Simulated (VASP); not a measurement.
Write the native input for VASP 6.6.1 that does the following.

| Property | Result |
| --- | --- |
| Task | single point |
| Functional | PBE |
| Potentials or basis | VASP PAW PBE potentials, release 64 (Li_sv, Nb_sv, O) |
| Cutoff | 520 eV |
| k mesh | 6 × 6 × 6 |
| Occupations | gaussian, width 0.05 eV |
| Spin | no spin polarisation |
| Dipole correction | no |
| Further INCAR settings | ALGO = Normal; EDIFF = 1e-06; NBANDS = 45 |

The structure of LiNbO3 lies in POSCAR:

```
LiNbO3
1.0
    2.6722716124      1.5428367348      4.3917893192
   -2.6722716124      1.5428367348      4.3917893192
    0.0000000000     -3.0856734694      4.3917893192
Li Nb O
2 2 6
Direct
    0.2500000000      0.2500000000      0.2500000000
    0.7500000000      0.7500000000      0.7500000000
    0.0000000000      0.0000000000      0.0000000000
    0.5000000000      0.5000000000      0.5000000000
    0.1399083177      0.3600916823      0.7500000000
    0.7500000000      0.1399083177      0.3600916823
    0.3600916823      0.7500000000      0.1399083177
    0.8600916823      0.6399083177      0.2500000000
    0.2500000000      0.8600916823      0.6399083177
    0.6399083177      0.2500000000      0.8600916823
```

This cell differs from its parent crystal: atoms shifted along a free coordinate, c/a of the conventional cell at fixed volume 2.4652.

One way to write it, as run:

INCAR

```
PREC     = Accurate       # precision mode
ENCUT    = 520            # plane-wave cutoff, eV
EDIFF    = 1E-6           # SCF threshold, eV
ISMEAR   = 0              # smearing method
SIGMA    = 0.05           # smearing width, eV
LREAL    = F              # projectors in reciprocal space
LASPH    = T              # aspherical terms in the spheres
NELM     = 60             # most SCF steps
ALGO     = Normal         # electronic algorithm
ISIF     = 2              # what is computed and relaxed
LWAVE    = F              # write WAVECAR
LCHARG   = F              # write CHGCAR
GGA      = PE             # functional
NBANDS   = 45             # bands
```

KPOINTS

```
Automatic mesh
0
Gamma
  6 6 6
```

Potentials or basis: VASP PAW PBE potentials, release 64 (Li_sv, Nb_sv, O).

Command:

```console
$ cat potpaw_PBE.64/Li_sv/POTCAR potpaw_PBE.64/Nb_sv/POTCAR potpaw_PBE.64/O/POTCAR > POTCAR
$ mpirun -np 1 vasp_std > vasp.out
```

Results of the run:

```yaml
Largest_force: 0.211 eV/Å
Band_gap_on_the_k_mesh: 2.50 eV (least direct gap 2.53 eV)
```

Wall time 2.1 min on 1 thread of Intel(R) Xeon(R) Platinum 8488C (Sapphire Rapids), on a shared host, peak memory 0.31 GiB.
